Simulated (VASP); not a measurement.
# BP (F-43m) in VASP: vibrations by perturbation theory with PBE

Aim: the vibrations by perturbation theory of BP with PBE.

Program: VASP 6.6.1. These are calculated values, not measurements. Logs are shortened: lines on timing, memory, paths and dates and some standing lists are left out, and cuts for length are marked.

### 1 The cell of the first run

Symmetry: F-43m, No. 216, cubic system. Conventional cell: a = 4.548 Å, b = 4.548 Å, c = 4.548 Å, α = 90.00°, β = 90.00°, γ = 90.00°. B (site symmetry -43m) has 4 P at 1.97 Å within 2.6 Å. P (site symmetry -43m) has 4 B at 1.97 Å within 2.6 Å.

### 2 Vibrations by perturbation theory, PBE

INCAR reads:

```
PREC = Accurate ; ENCUT = 500
EDIFF = 1E-8 ; ISMEAR = 0
SIGMA = 0.01 ; LREAL = False
LASPH = True ; NELM = 120
ALGO = Normal ; ISIF = 2
LWAVE = False ; LCHARG = False
GGA = PE ; NBANDS = 11
IBRION = 8 ; NSW = 1
LEPSILON = True ; GGA_COMPAT = False
```

KPOINTS reads:

```
regular mesh
0
Gamma
  8 8 8
```

POSCAR reads:

```
BP
1.0
    0.0000000000      2.2740963968      2.2740963968
    2.2740963968      0.0000000000      2.2740963968
    2.2740963968      2.2740963968      0.0000000000
B P
1 1
Direct
    0.0000000000      0.0000000000      0.0000000000
    0.2500000000      0.2500000000      0.2500000000
```

Potentials or basis: VASP PAW PBE potentials, release 64 (B, P).

Run with:

```
> cat potpaw_PBE.64/B/POTCAR potpaw_PBE.64/P/POTCAR > POTCAR
> mpirun -np 1 vasp_std > vasp.out
```

OUTCAR:

```text
PREC = Accurate
   ENCUT = 500
   EDIFF = 1E-8
   ISMEAR = 0
   LREAL = False
   LASPH = True
   NELM = 120
   ISIF = 2
   GGA = PE
   IBRION = 8
   NSW = 1
   LEPSILON = True

 ion  position               nearest neighbor table
   1  0.000  0.000  0.000-   2 1.97   2 1.97   2 1.97   2 1.97
   2  0.250  0.250  0.250-   1 1.97   1 1.97   1 1.97   1 1.97

  LATTYP: Found a face centered cubic cell.
 ALAT       =     4.5481927936

  Lattice vectors:

 A1 = (   0.0000000000,   2.2740963968,   2.2740963968)
 A2 = (   2.2740963968,   0.0000000000,   2.2740963968)
 A3 = (   2.2740963968,   2.2740963968,   0.0000000000)

Analysis of symmetry for initial positions (statically):
=====================================================================
 Subroutine PRICEL returns:
 Original cell was already a primitive cell.

 Routine SETGRP: Setting up the symmetry group for a
 face centered cubic supercell.

 Subroutine GETGRP returns: Found 24 space group operations
 (whereof 24 operations were pure point group operations)
 out of a pool of 48 trial point group operations.

The static configuration has the point symmetry T_d .

Analysis of symmetry for dynamics (positions and initial velocities):
=====================================================================
 Subroutine PRICEL returns:
 Original cell was already a primitive cell.

 Routine SETGRP: Setting up the symmetry group for a
 face centered cubic supercell.

 Subroutine GETGRP returns: Found 24 space group operations
 (whereof 24 operations were pure point group operations)
 out of a pool of 48 trial point group operations.

The dynamic configuration has the point symmetry T_d .

 Subroutine INISYM returns: Found 24 space group operations
 (whereof 24 operations are pure point group operations),
 and found     1 'primitive' translations

----------------------------------------------------------------------------------------

                                     Primitive cell

  volume of cell :      23.5210

  direct lattice vectors                    reciprocal lattice vectors
     0.000000000  2.274096397  2.274096397    -0.219867549  0.219867549  0.219867549
     2.274096397  0.000000000  2.274096397     0.219867549 -0.219867549  0.219867549
     2.274096397  2.274096397  0.000000000     0.219867549  0.219867549 -0.219867549

  length of vectors
     3.216057966  3.216057966  3.216057966     0.380821765  0.380821765  0.380821765

  position of ions in fractional coordinates (direct lattice)
     0.000000000  0.000000000  0.000000000
     0.250000000  0.250000000  0.250000000

  ion indices of the primitive-cell ions
   primitive index   ion index
                 1           1
                 2           2

----------------------------------------------------------------------------------------

 KPOINTS: regular mesh

Automatic generation of k-mesh.
 Grid dimensions read from file:
 generate k-points for:    8    8    8

 Generating k-lattice:

  Cartesian coordinates                     Fractional coordinates (reciprocal lattice)
    -0.027483444  0.027483444  0.027483444     0.125000000  0.000000000  0.000000000
     0.027483444 -0.027483444  0.027483444     0.000000000  0.125000000  0.000000000
     0.027483444  0.027483444 -0.027483444     0.000000000  0.000000000  0.125000000

  Length of vectors
     0.047602721  0.047602721  0.047602721

  Shift w.r.t. Gamma in fractional coordinates (k-lattice)
     0.000000000  0.000000000  0.000000000

 Subroutine IBZKPT returns following result:
 ===========================================

 Found     29 irreducible k-points:

 Following reciprocal coordinates:
            Coordinates               Weight
  0.000000  0.000000  0.000000      1.000000
  0.125000  0.000000  0.000000      8.000000
[... 440 lines left out ...]
      direct lattice vectors                 reciprocal lattice vectors
     0.000000000  2.274096397  2.274096397    -0.219867549  0.219867549  0.219867549
     2.274096397  0.000000000  2.274096397     0.219867549 -0.219867549  0.219867549
     2.274096397  2.274096397  0.000000000     0.219867549  0.219867549 -0.219867549

 POSITION                                       TOTAL-FORCE (eV/Angst)
 -----------------------------------------------------------------------------------
      0.00000      0.00000      0.00000         0.000000      0.000000     -0.000000
      1.13705      1.13705      1.13705        -0.000000     -0.000000      0.000000
 -----------------------------------------------------------------------------------
    total drift:                                0.000000      0.000000      0.000000

  FREE ENERGIE OF THE ION-ELECTRON SYSTEM (eV)
  ---------------------------------------------------
  free  energy   TOTEN  =       -12.9287010652 eV

  energy  without entropy=      -12.9287010652  energy(sigma->0) =      -12.92870107

 HEAD OF MICROSCOPIC STATIC DIELECTRIC TENSOR (INDEPENDENT PARTICLE, excluding Hartree and local field effects)
 ------------------------------------------------------
           9.856472     0.000000    -0.000000
           0.000000     9.856472     0.000000
          -0.000000     0.000000     9.856472
 ------------------------------------------------------

 Free energy of the ion-electron system (eV)
  ---------------------------------------------------
  ---------------------------------------------------
  free energy    TOTEN  =        -0.59152148 eV

  energy without entropy =       -0.59152148

------------------------ aborting loop because EDIFF is reached ----------------------------------------

--------------------------------------- Ionic step        2  -------------------------------------------

------------------------ aborting loop because EDIFF is reached ----------------------------------------

--------------------------------------- Ionic step        3  -------------------------------------------

------------------------ aborting loop because EDIFF is reached ----------------------------------------

 PIEZOELECTRIC TENSOR FIELD DIRECTION 3  (e Angst)
 -----------------------------------------------------------------------------
    -0.00032  0.14970  0.00000           ( -0.00000  0.07843  0.00000)
     0.14970 -0.00032  0.00000           (  0.07843 -0.00000  0.00000)
     0.00000  0.00000 -0.00029           (  0.00000  0.00000 -0.00000)

 PIEZOELECTRIC TENSOR FIELD DIRECTION 3  (C/m^2)
 -----------------------------------------------------------------------------
    -0.00022  0.10197  0.00000
     0.10197 -0.00022  0.00000
     0.00000  0.00000 -0.00019

--------------------------------------- Ionic step        4  -------------------------------------------

------------------------ aborting loop because EDIFF is reached ----------------------------------------

[... ionic steps 5 to 6 ...]

--------------------------------------- Ionic step        7  -------------------------------------------

 Free energy of the ion-electron system (eV)
  ---------------------------------------------------
  ---------------------------------------------------
  free energy    TOTEN  =        -0.04101028 eV

  energy without entropy =       -0.04101028

------------------------ aborting loop because EDIFF is reached ----------------------------------------

 INTERNAL STRAIN TENSOR  FOR ION    2  DIRECTION 1   (eV/Angst):
 -----------------------------------------------------------------------------
     0.00639  0.00000  0.00000
     0.00000  0.00008 -6.44265
     0.00000 -6.44265  0.00008

 MACROSCOPIC STATIC DIELECTRIC TENSOR (including local field effects in DFT)
 ------------------------------------------------------
           9.507590     0.000000     0.000000
          -0.000000     9.507590    -0.000000
           0.000000    -0.000000     9.507590
 ------------------------------------------------------

 PIEZOELECTRIC TENSOR (including local field effects)  for field in x, y, z        (e  Angst)
          XX          YY          ZZ          XY          YZ          ZX
  --------------------------------------------------------------------------------
  x     0.00000    -0.00000    -0.00000     0.00000     0.14377     0.00000
  y     0.00000    -0.00000     0.00000     0.00000     0.00000     0.14377
  z    -0.00000    -0.00000    -0.00000     0.14377     0.00000     0.00000

 PIEZOELECTRIC TENSOR (including local field effects)  for field in x, y, z        (C/m^2)
          XX          YY          ZZ          XY          YZ          ZX
  --------------------------------------------------------------------------------
  x     0.00000    -0.00000    -0.00000     0.00000     0.09793     0.00000
  y     0.00000    -0.00000     0.00000     0.00000     0.00000     0.09793
  z    -0.00000    -0.00000    -0.00000     0.09793     0.00000     0.00000

 BORN EFFECTIVE CHARGES (including local field effects) (in |e|, cummulative output)
 ---------------------------------------------------------------------------------
 ion    1
    1    -0.47023    -0.00000    -0.00000
    2     0.00000    -0.47023     0.00000
    3    -0.00000     0.00000    -0.47023
 ion    2
    1     0.47023     0.00000     0.00000
    2     0.00000     0.47023    -0.00000
    3     0.00000    -0.00000     0.47023

 INTERNAL STRAIN TENSOR FOR ION    2 for displacements in x,y,z  (eV/Angst):
          X           Y           Z          XY          YZ          ZX
  --------------------------------------------------------------------------------
  x     0.00000     0.00000     0.00000     0.00000    -6.44265     0.00000
  y    -0.00000     0.00000    -0.00000     0.00000     0.00000    -6.44265
  z     0.00000     0.00000     0.00000    -6.44265     0.00000     0.00000

 SECOND DERIVATIVES (NOT SYMMETRIZED)
 ------------------------------------
               1X          1Y          1Z          2X          2Y          2Z
  1X   -18.811342    0.000000    0.000000   18.811342    0.000000    0.000000
  1Y     0.000000  -18.811342    0.000000    0.000000   18.811342    0.000000
  1Z     0.000000    0.000000  -18.811342    0.000000    0.000000   18.811342
  2X    18.815124    0.000000    0.000000  -18.815124    0.000000    0.000000
  2Y     0.000000   18.815124    0.000000    0.000000  -18.815124    0.000000
  2Z     0.000000    0.000000   18.815124    0.000000    0.000000  -18.815124

 Eigenvectors and eigenvalues of the dynamical matrix
 ----------------------------------------------------

   1 f  =   23.952483 THz   150.497887 2PiTHz  798.968820 cm-1    99.059464 meV
             X         Y         Z           dx          dy          dz
      0.000000  0.000000  0.000000     0.000000    0.860948    0.000000
      1.137048  1.137048  1.137048     0.000000   -0.508692    0.000000
[... 21 lines left out ...]
   6 f/i=    0.001054 THz     0.006626 2PiTHz    0.035174 cm-1     0.004361 meV
             X         Y         Z           dx          dy          dz
      0.000000  0.000000  0.000000     0.000000    0.000000   -0.508692
      1.137048  1.137048  1.137048     0.000000    0.000000   -0.860948

--------------------------------------------------------------------------------------------------------

 MACROSCOPIC STATIC DIELECTRIC TENSOR IONIC CONTRIBUTION
 ------------------------------------------------------
           0.090420    -0.000000    -0.000000
          -0.000000     0.090420    -0.000000
          -0.000000    -0.000000     0.090420
 ------------------------------------------------------

 ELASTIC MODULI CONTR FROM IONIC RELAXATION (kBar)
 Direction    XX          YY          ZZ          XY          YZ          ZX
 --------------------------------------------------------------------------------
 XX          -0.0000     -0.0000     -0.0000      0.0000      0.0000     -0.0000
 YY          -0.0000     -0.0000     -0.0000      0.0000      0.0000      0.0000
 ZZ          -0.0000     -0.0000     -0.0000      0.0000      0.0000     -0.0000
 XY           0.0000      0.0000      0.0000   -160.3767      0.0000      0.0000
 YZ           0.0000      0.0000      0.0000      0.0000   -160.3767      0.0000
 ZX          -0.0000      0.0000     -0.0000      0.0000      0.0000   -160.3767
 --------------------------------------------------------------------------------

 PIEZOELECTRIC TENSOR IONIC CONTR  for field in x, y, z        (C/m^2)
          XX          YY          ZZ          XY          YZ          ZX
  --------------------------------------------------------------------------------
  x     0.00000     0.00000     0.00000     0.00000    -0.11331     0.00000
  y    -0.00000     0.00000    -0.00000     0.00000     0.00000    -0.11331
  z     0.00000     0.00000     0.00000    -0.11331     0.00000     0.00000
```

Wall time 3.9 min (1 thread of Intel Xeon 8259CL, shared host); peak memory 0.19 GiB.

What came out:

```
Electronic dielectric tensor (diagonal)                 : 9.51
Born charges (mean of the diagonal)                     : B -0.47; P +0.47 e
Highest phonon frequency at Γ, LO-TO splitting left out : 799 cm⁻¹
```

Phonon frequencies in cm⁻¹ (negative: imaginary):
| q point | frequencies |
| --- | --- |
| (0.000, 0.000, 0.000) | 0 0 0 799 799 799 |

Electronic dielectric tensor:
```
9.51 0.00 0.00
0.00 9.51 0.00
0.00 0.00 9.51
```

Born effective charge tensors (e):
atom 1, B
```
-0.47  0.00  0.00
 0.00 -0.47  0.00
 0.00  0.00 -0.47
```
atom 2, P
```
0.47 0.00 0.00
0.00 0.47 0.00
0.00 0.00 0.47
```
